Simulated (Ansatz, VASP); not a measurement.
Al2B2As in VASP and in Ansatz

```
Al B As
1.0
     3.75988    0.00000    0.00000
    -1.87994    3.25615    0.00000
     0.00000    0.00000    5.74319
Al B As
2 2 1
Direct
  0.33333 0.66667 0.72474
  0.33333 0.66667 0.27526
  0.66667 0.33333 0.25994
  0.66667 0.33333 0.74006
  0.33333 0.66667 0.00000
```

Alike in both runs: task single point; functional PBE; k mesh 6 × 6 × 4; occupations gaussian, width 0.1 eV; no spin polarisation.

```csv
,VASP,Ansatz
version,VASP 6.6.1,Ansatz 0.2.0
potentials or method,"VASP PAW PBE potentials, release 64 (Al, B, As), cutoff 520 eV","scalar-relativistic, plane waves, PAW"
valence electrons in the cell,17,27
```

Ansatz gave:

- gap on the k mesh at the Fermi level (eV): none
- rms of the force components (eV/Å): 13.873

Q: Which values does VASP return?

A: gap on the k mesh at the Fermi level (eV): none; rms of the force components (eV/Å): 13.666.

Atom by atom the forces differ by 0.207 eV/Å (rms over components). A gap of «none» marks a metal or a gap that the smearing closes. VASP's potentials hold 17 valence electrons a cell and Ansatz's 27, so a difference there can come from the potentials and not from the codes.
